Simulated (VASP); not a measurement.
# Li3NiH6 (Pm-3m) in VASP: a series of runs

The runs below take Li3NiH6 through single point, with PBE.

Program: VASP 6.6.1. These are calculated values, not measurements. Logs are shortened: lines on timing, memory, paths and dates and some standing lists are left out, and cuts for length are marked.

**1. The cell of the first run**

It takes space group Pm-3m (No. 221, cubic). Conventional cell: a = 4.734 Å, b = 4.734 Å, c = 4.734 Å, α = 90.00°, β = 90.00°, γ = 90.00°. Li (site symmetry 4/mmm) has 2 Ni at 2.37 Å and 8 H at 2.45 Å within 3.1 Å. Within 3.1 Å of Ni (site symmetry m-3m) lie 6 Li at 2.37 Å. H (site symmetry 4mm) has 1 H at 1.23 Å within 1.6 Å.

**2. Single point, PBE, collinear spin, ferromagnetic start**

INCAR reads:

```
PREC = Accurate
ENCUT = 520
EDIFF = 1E-7
ISMEAR = 0
SIGMA = 0.1
LREAL = False
LASPH = True
NELM = 150
ALGO = Normal
ISIF = 2
LWAVE = False
LCHARG = False
ISPIN = 2
MAGMOM = 0 0 0 2 0 0 0 0 0 0
LORBIT = 11
LMAXMIX = 4
GGA = PE
NBANDS = 28
```

KPOINTS reads:

```
Automatic mesh
0
Gamma
  4 4 4
```

POSCAR reads:

```
Li3NiH6
1.0
    4.7343321000      0.0000000000      0.0000000000
    0.0000000000      4.7343321000      0.0000000000
    0.0000000000      0.0000000000      4.7343321000
Li Ni H
3 1 6
Direct
    0.5000000000      0.0000000000      0.0000000000
    0.0000000000      0.5000000000      0.0000000000
    0.0000000000      0.0000000000      0.5000000000
    0.0000000000      0.0000000000      0.0000000000
    0.1294681700      0.5000000000      0.5000000000
    0.8705318300      0.5000000000      0.5000000000
    0.5000000000      0.1294681700      0.5000000000
    0.5000000000      0.8705318300      0.5000000000
    0.5000000000      0.5000000000      0.1294681700
    0.5000000000      0.5000000000      0.8705318300
```

Potentials or basis: VASP PAW PBE potentials, release 64 (Li_sv, Ni, H).

Run with:

```
$ cat potpaw_PBE.64/Li_sv/POTCAR potpaw_PBE.64/Ni/POTCAR potpaw_PBE.64/H/POTCAR > POTCAR
$ mpirun -np 1 vasp_std > vasp.out
```

OUTCAR:

```text
PREC = Accurate
   ENCUT = 520
   EDIFF = 1E-7
   ISMEAR = 0
   LREAL = False
   LASPH = True
   NELM = 150
   ISIF = 2
   ISPIN = 2
   LORBIT = 11
   GGA = PE

 ion  position               nearest neighbor table
   1  0.500  0.000  0.000-   4 2.37   4 2.37
   2  0.000  0.500  0.000-   4 2.37   4 2.37
   3  0.000  0.000  0.500-   4 2.37   4 2.37
   4  0.000  0.000  0.000-   1 2.37   2 2.37   3 2.37   3 2.37   2 2.37   1 2.37
   5  0.129  0.500  0.500-
   6  0.871  0.500  0.500-
   7  0.500  0.129  0.500-
   8  0.500  0.871  0.500-
   9  0.500  0.500  0.129-
  10  0.500  0.500  0.871-

  LATTYP: Found a simple cubic cell.
 ALAT       =     4.7343321000

  Lattice vectors:

 A1 = (   4.7343321000,   0.0000000000,   0.0000000000)
 A2 = (   0.0000000000,   4.7343321000,   0.0000000000)
 A3 = (   0.0000000000,   0.0000000000,   4.7343321000)

Analysis of symmetry for initial positions (statically):
=====================================================================
 Subroutine PRICEL returns:
 Original cell was already a primitive cell.

 Routine SETGRP: Setting up the symmetry group for a
 simple cubic supercell.

 Subroutine GETGRP returns: Found 48 space group operations
 (whereof 48 operations were pure point group operations)
 out of a pool of 48 trial point group operations.

The static configuration has the point symmetry O_h .

Analysis of symmetry for dynamics (positions and initial velocities):
=====================================================================
 Subroutine PRICEL returns:
 Original cell was already a primitive cell.

 Routine SETGRP: Setting up the symmetry group for a
 simple cubic supercell.

 Subroutine GETGRP returns: Found 48 space group operations
 (whereof 48 operations were pure point group operations)
 out of a pool of 48 trial point group operations.

The dynamic configuration has the point symmetry O_h .

Analysis of structural, dynamic, and magnetic symmetry:
=====================================================================
 Subroutine PRICEL returns:
 Original cell was already a primitive cell.

 Routine SETGRP: Setting up the symmetry group for a
 simple cubic supercell.

 Subroutine GETGRP returns: Found 48 space group operations
 (whereof 48 operations were pure point group operations)
 out of a pool of 48 trial point group operations.

The overall configuration has the point symmetry O_h .

 Subroutine INISYM returns: Found 48 space group operations
 (whereof 48 operations are pure point group operations),
 and found     1 'primitive' translations

----------------------------------------------------------------------------------------

                                     Primitive cell

  volume of cell :     106.1148

  direct lattice vectors                    reciprocal lattice vectors
     4.734332100  0.000000000  0.000000000     0.211223036  0.000000000  0.000000000
     0.000000000  4.734332100  0.000000000     0.000000000  0.211223036  0.000000000
     0.000000000  0.000000000  4.734332100     0.000000000  0.000000000  0.211223036

  length of vectors
     4.734332100  4.734332100  4.734332100     0.211223036  0.211223036  0.211223036

  position of ions in fractional coordinates (direct lattice)
     0.500000000  0.000000000  0.000000000
     0.000000000  0.500000000  0.000000000
     0.000000000  0.000000000  0.500000000
     0.000000000  0.000000000  0.000000000
     0.129468170  0.500000000  0.500000000
     0.870531830  0.500000000  0.500000000
     0.500000000  0.129468170  0.500000000
     0.500000000  0.870531830  0.500000000
     0.500000000  0.500000000  0.129468170
     0.500000000  0.500000000  0.870531830

  ion indices of the primitive-cell ions
[... 51 lines left out ...]
   number of dos      NEDOS =    301   number of ions     NIONS =     10
   total plane-waves  NPLWV =  46656
   dimension x,y,z NGX =    36 NGY =   36 NGZ =   36
   dimension x,y,z NGXF=    72 NGYF=   72 NGZF=   72
   ions per type =               3   1   6
   NGX,Y,Z   is equivalent  to a cutoff of  12.64, 12.64, 12.64 a.u.
   NGXF,Y,Z  is equivalent  to a cutoff of  25.28, 25.28, 25.28 a.u.
 SYSTEM =  unknown system
   PREC   = accura    normal or accurate (medium, high low for compatibility)
   ISTART =      0    job   : 0-new  1-cont  2-samecut
   ICHARG =      2    charge: 1-file 2-atom 10-const
   ISPIN  =      2    spin polarized calculation?
   LNONCOLLINEAR =      F non collinear calculations
   LSORBIT =      F    spin-orbit coupling
   LASPH  =      T    aspherical Exc in radial PAW
   ENCUT  =  520.0 eV  38.22 Ry    6.18 a.u.   8.80  8.80  8.80*2*pi/ulx,y,z
   NELM   =    150;   NELMIN=  2; NELMDL= -5     # of ELM steps
   EDIFF  = 0.1E-06   stopping-criterion for ELM
   LREAL  =      F    real-space projection
   EDIFFG = 0.1E-05   stopping-criterion for IOM
   NSW    =      0    number of steps for IOM
   IBRION =     -1    ionic relax: 0-MD 1-quasi-New 2-CG
   NFREE  =      0    steps in history (QN), initial steepest desc. (CG)
   ISIF   =      2    stress and relaxation
   ISYM   =      2    0-nonsym 1-usesym 2-fastsym
   POTIM  = 0.5000    time-step for ionic-motion
   TEBEG  =    0.0;   TEEND  =   0.0 temperature during run
   PSTRESS=    0.0 pullay stress
   NELECT =      25.0000    total number of electrons
   NUPDOWN=      -1.0000    fix difference up-down
   EMIN   =  10.00;   EMAX   =-10.00  energy-range for DOS
   EFERMI =   0.00;   METHOD = LEGACY
   ISMEAR =     0;   SIGMA  =   0.10  broadening in eV -4-tet -1-fermi 0-gaus
   EFERMI_NEDOS =   21; number of points for ismear=-14 and -15
   IALGO  =     38    algorithm
   IMIX   =      4    mixing-type and parameters
     AMIX     =   0.40;   BMIX     =  1.00
     AMIX_MAG =   1.60;   BMIX_MAG =  1.00
  volume/ion in A,a.u.               =      10.61        71.61
  Fermi-wavevector in a.u.,A,eV,Ry     =   1.011105  1.910711 13.909680  1.022333
  Thomas-Fermi vector in A             =   2.144134
   LORBIT       =     11    0 simple, 1 ext, 2 COOP (PROOUT), +10 PAW based schemes
   GGA     = PE    functional components
   LHFCALC =     F    Hartree Fock is set to
   AEXX    =    0.0000 exact exchange contribution
   IVDW    =     0    specifies the selected vdW correction
   LEPSILON=     F    determine dielectric tensor
   LRPA    =     F    only Hartree local field effects (RPA)
 spin polarized calculation
 Gauss-broadening in eV      SIGMA  =   0.10
  energy-cutoff  :      520.00
  volume of cell :      106.11
 maximum number of plane-waves:      2897
 NGX is ok and might be reduce to    36
   NGX = 17   NGY = 17   NGZ = 17

 number of electron      24.9999955 magnetization      -0.0006391

 number of electron      24.9999955 magnetization       0.0002001

 Free energy of the ion-electron system (eV)
  ---------------------------------------------------
  ext. energy  EPLUGINS =         0.00000000
  ---------------------------------------------------
  free energy    TOTEN  =       -25.87596833 eV

  energy without entropy =      -25.87258634  energy(sigma->0) =      -25.87427733

 E-fermi :   1.1522     XC(G=0):  -8.0559

 val. band max:        1.1071470750   @ k =   0.5000   0.5000   0.0000
 cond. band min:       1.3730225817   @ k =   0.2500   0.0000   0.0000
 fundamental gap:      0.2658755067
 Fermi energy:         1.1521855375

 spin component 1

 k-point     1 :       0.0000    0.0000    0.0000
  band No.  band energies     occupation
      1     -45.5301      1.00000
      2     -45.5236      1.00000
      3     -45.5236      1.00000
      4      -6.9135      1.00000
      5      -3.8348      1.00000
      6      -3.8348      1.00000
[... 259 lines left out ...]
     23      11.3796      0.00000
     24      11.3796      0.00000
 Fermi energy:         1.1521855375

 spin component 2

 k-point     1 :       0.0000    0.0000    0.0000
  band No.  band energies     occupation
      1     -45.5302      1.00000
      2     -45.5236      1.00000
      3     -45.5236      1.00000
      4      -6.9134      1.00000
      5      -3.8348      1.00000
      6      -3.8348      1.00000
[... 259 lines left out ...]
     23      11.3796      0.00000
     24      11.3796      0.00000
 [bands above 24 left out]

------------------------ aborting loop because EDIFF is reached ----------------------------------------

  FORCE on cell =-STRESS in cart. coord.  units (eV):
  Direction    XX          YY          ZZ          XY          YZ          ZX
  --------------------------------------------------------------------------------------
  -------------------------------------------------------------------------------------
  Total       -3.9764738     -3.9764738     -3.9764738     -0.0000000     -0.0000000      0.0000000
  in kB      -60.0388752    -60.0388752    -60.0388752     -0.0000000     -0.0000000      0.0000000
  external PRESSURE =     -60.0388752 kB  Pullay stress =       0.0000000 kB

 VOLUME and BASIS-vectors are now :
 -----------------------------------------------------------------------------
  energy-cutoff  :      520.00
  volume of cell :      106.11
      direct lattice vectors                 reciprocal lattice vectors
     4.734332100  0.000000000  0.000000000     0.211223036  0.000000000  0.000000000
     0.000000000  4.734332100  0.000000000     0.000000000  0.211223036  0.000000000
     0.000000000  0.000000000  4.734332100     0.000000000  0.000000000  0.211223036

 POSITION                                       TOTAL-FORCE (eV/Angst)
 -----------------------------------------------------------------------------------
      2.36717      0.00000      0.00000        -0.000000      0.000000      0.000000
      0.00000      2.36717      0.00000        -0.000000      0.000000      0.000000
      0.00000      0.00000      2.36717        -0.000000      0.000000      0.000000
      0.00000      0.00000      0.00000        -0.000000      0.000000      0.000000
      0.61295      2.36717      2.36717        -2.198263     -0.000000      0.000000
      4.12139      2.36717      2.36717         2.198263      0.000000     -0.000000
      2.36717      0.61295      2.36717        -0.000000     -2.198263      0.000000
      2.36717      4.12139      2.36717        -0.000000      2.198263     -0.000000
      2.36717      2.36717      0.61295        -0.000000     -0.000000     -2.198263
      2.36717      2.36717      4.12139        -0.000000      0.000000      2.198263
 -----------------------------------------------------------------------------------
    total drift:                                0.000000      0.000000     -0.000000

  FREE ENERGIE OF THE ION-ELECTRON SYSTEM (eV)
  ---------------------------------------------------
  free  energy   TOTEN  =       -25.8759683274 eV

  energy  without entropy=      -25.8725863357  energy(sigma->0) =      -25.87427733

 total charge

# of ion       s       p       d       tot
------------------------------------------
    1        2.016   0.054   0.000   2.070
    2        2.016   0.054   0.000   2.070
    3        2.016   0.054   0.000   2.070
    4        0.649   0.031   8.612   9.292
    5        0.420   0.009   0.000   0.429
    6        0.420   0.009   0.000   0.429
    7        0.420   0.009   0.000   0.429
    8        0.420   0.009   0.000   0.429
    9        0.420   0.009   0.000   0.429
   10        0.420   0.009   0.000   0.429
--------------------------------------------------
tot          9.218   0.244   8.612  18.074

 magnetization (x)

# of ion       s       p       d       tot
------------------------------------------
    1        0.000  -0.000   0.000  -0.000
    2        0.000  -0.000   0.000  -0.000
    3        0.000  -0.000   0.000  -0.000
    4        0.000  -0.000  -0.000  -0.000
    5        0.000   0.000   0.000   0.000
    6        0.000   0.000   0.000   0.000
    7        0.000   0.000   0.000   0.000
    8        0.000   0.000   0.000   0.000
    9        0.000   0.000   0.000   0.000
   10        0.000   0.000   0.000   0.000
--------------------------------------------------
tot          0.000  -0.000  -0.000   0.000
```

Wall time 38 s (1 thread of AMD EPYC 9R45 (Zen 5), shared host); peak memory 0.23 GiB.

What came out:

| Property | Result |
| --- | --- |
| Free energy | -25.8760 eV |
| Largest force | 2.198 eV/Å |
| Net moment | 0.00 μB per cell |
| Valence electrons inside the program's atomic spheres | Li 2.07; Ni 9.29; H 0.43 |

Forces in eV/Å, atoms in the order of the input:
```
Li   0.000  0.000  0.000
Li   0.000  0.000  0.000
Li   0.000  0.000  0.000
Ni   0.000  0.000  0.000
H   -2.198  0.000  0.000
H    2.198  0.000  0.000
H    0.000 -2.198  0.000
H    0.000  2.198  0.000
H    0.000  0.000 -2.198
H    0.000  0.000  2.198
```

Caveat: the cutoff is under 1.25 times the usual one of these potentials, so pressure, stress and relaxed cells hold a basis-set (Pulay) error; the starting moments collapsed, and a magnetic state may lie lower; forces of over 1 eV/Å act on the atoms, so gaps and moduli don't describe the material at rest.

**3. Single point, PBE**

This run uses another cell than the first one, of 11.53 Å³/atom, 1.086 times its volume.

INCAR reads:

```
SYSTEM = Li3NiH6
  PREC = Accurate
  ENCUT = 520
  EDIFF = 1E-6
  ISMEAR = 0
  SIGMA = 0.1
  LREAL = .FALSE.
  LASPH = .TRUE.
  NELM = 60
  ALGO = Normal
  ISIF = 2
  LWAVE = .FALSE.
  LCHARG = .TRUE.
  GGA = PE
  LELF = .TRUE.
  LVHAR = .TRUE.
  NBANDS = 24
```

KPOINTS reads:

```
regular mesh
0
G
  8 8 8
  0 0 0
```

POSCAR reads:

```
Li3NiH6
1.0
    4.8670018484      0.0000000000      0.0000000000
    0.0000000000      4.8670018484      0.0000000000
    0.0000000000      0.0000000000      4.8670018484
Li Ni H
3 1 6
Direct
    0.5000000000      0.0000000000      0.0000000000
    0.0000000000      0.5000000000      0.0000000000
    0.0000000000      0.0000000000      0.5000000000
    0.0000000000      0.0000000000      0.0000000000
    0.0812292189      0.5000000000      0.5000000000
    0.9187707811      0.5000000000      0.5000000000
    0.5000000000      0.0812292189      0.5000000000
    0.5000000000      0.9187707811      0.5000000000
    0.5000000000      0.5000000000      0.0812292189
    0.5000000000      0.5000000000      0.9187707811
```

Potentials or basis: VASP PAW PBE potentials, release 64 (Li_sv, Ni, H).

Run with:

```
$ cat potpaw_PBE.64/Li_sv/POTCAR potpaw_PBE.64/Ni/POTCAR potpaw_PBE.64/H/POTCAR > POTCAR
$ mpirun -np 1 vasp_std > vasp.out
```

OUTCAR:

```text
SYSTEM = Li3NiH6
   PREC = Accurate
   ENCUT = 520
   EDIFF = 1E-6
   ISMEAR = 0
   LREAL = .FALSE.
   LASPH = .TRUE.
   NELM = 60
   ISIF = 2
   GGA = PE

 ion  position               nearest neighbor table
   1  0.500  0.000  0.000-   4 2.43   4 2.43
   2  0.000  0.500  0.000-   4 2.43   4 2.43
   3  0.000  0.000  0.500-   4 2.43   4 2.43
   4  0.000  0.000  0.000-   1 2.43   2 2.43   3 2.43   3 2.43   2 2.43   1 2.43
   5  0.081  0.500  0.500-   6 0.79
   6  0.919  0.500  0.500-   5 0.79
   7  0.500  0.081  0.500-   8 0.79
   8  0.500  0.919  0.500-   7 0.79
   9  0.500  0.500  0.081-  10 0.79
  10  0.500  0.500  0.919-   9 0.79

  LATTYP: Found a simple cubic cell.
 ALAT       =     4.8670018484

  Lattice vectors:

 A1 = (   4.8670018484,   0.0000000000,   0.0000000000)
 A2 = (   0.0000000000,   4.8670018484,   0.0000000000)
 A3 = (   0.0000000000,   0.0000000000,   4.8670018484)

Analysis of symmetry for initial positions (statically):
=====================================================================
 Subroutine PRICEL returns:
 Original cell was already a primitive cell.

 Routine SETGRP: Setting up the symmetry group for a
 simple cubic supercell.

[... 188 lines left out ...]

 k-point     1 :       0.0000    0.0000    0.0000
  band No.  band energies     occupation
      1     -45.7636      2.00000
      2     -45.7590      2.00000
      3     -45.7590      2.00000
      4      -8.1818      2.00000
      5      -6.6628      2.00000
      6      -6.6628      2.00000
[... 637 lines left out ...]
     23       8.5132      0.00000
     24       9.2741      0.00000

 [... further k-points ...]
[... 5 lines left out ...]
  --------------------------------------------------------------------------------------
  -------------------------------------------------------------------------------------
  Total       -0.0666077     -0.0666077     -0.0666077      0.0000000     -0.0000000      0.0000000
  in kB       -0.9256575     -0.9256575     -0.9256575      0.0000000     -0.0000000      0.0000000
  external PRESSURE =      -0.9256575 kB  Pullay stress =       0.0000000 kB

 VOLUME and BASIS-vectors are now :
 -----------------------------------------------------------------------------
  energy-cutoff  :      520.00
  volume of cell :      115.29
      direct lattice vectors                 reciprocal lattice vectors
     4.867001848  0.000000000  0.000000000     0.205465301  0.000000000  0.000000000
     0.000000000  4.867001848  0.000000000     0.000000000  0.205465301  0.000000000
     0.000000000  0.000000000  4.867001848     0.000000000  0.000000000  0.205465301

 POSITION                                       TOTAL-FORCE (eV/Angst)
 -----------------------------------------------------------------------------------
      2.43350      0.00000      0.00000        -0.000000     -0.000000     -0.000000
      0.00000      2.43350      0.00000        -0.000000     -0.000000     -0.000000
      0.00000      0.00000      2.43350        -0.000000     -0.000000     -0.000000
      0.00000      0.00000      0.00000        -0.000000     -0.000000     -0.000000
      0.39534      2.43350      2.43350         0.007001     -0.000000     -0.000000
      4.47166      2.43350      2.43350        -0.007001     -0.000000     -0.000000
      2.43350      0.39534      2.43350         0.000000      0.007001     -0.000000
      2.43350      4.47166      2.43350        -0.000000     -0.007001     -0.000000
      2.43350      2.43350      0.39534        -0.000000     -0.000000      0.007001
      2.43350      2.43350      4.47166         0.000000     -0.000000     -0.007001
 -----------------------------------------------------------------------------------
    total drift:                                0.000000      0.000000     -0.000000

  FREE ENERGIE OF THE ION-ELECTRON SYSTEM (eV)
  ---------------------------------------------------
  free  energy   TOTEN  =       -28.1733091852 eV

  energy  without entropy=      -28.1543657949  energy(sigma->0) =      -28.16383749
```

Run time: 47 s. Hardware: 1 thread of AMD EPYC 9R45 (Zen 5), shared host; peak memory 0.22 GiB.

Results:

- Free energy: -28.1733 eV
- Largest force: 0.007 eV/Å

Forces in eV/Å, atoms in the order of the input:
```
Li   0.000  0.000  0.000
Li   0.000  0.000  0.000
Li   0.000  0.000  0.000
Ni   0.000  0.000  0.000
H    0.007  0.000  0.000
H   -0.007  0.000  0.000
H    0.000  0.007  0.000
H    0.000 -0.007  0.000
H    0.000  0.000  0.007
H    0.000  0.000 -0.007
```

Caveat: the cutoff is under 1.25 times the usual one of these potentials, so pressure, stress and relaxed cells hold a basis-set (Pulay) error. Spin polarisation is off, so any magnetic state and its effect on volume and gap are missing.

(Part 1 of 2 ends here.)
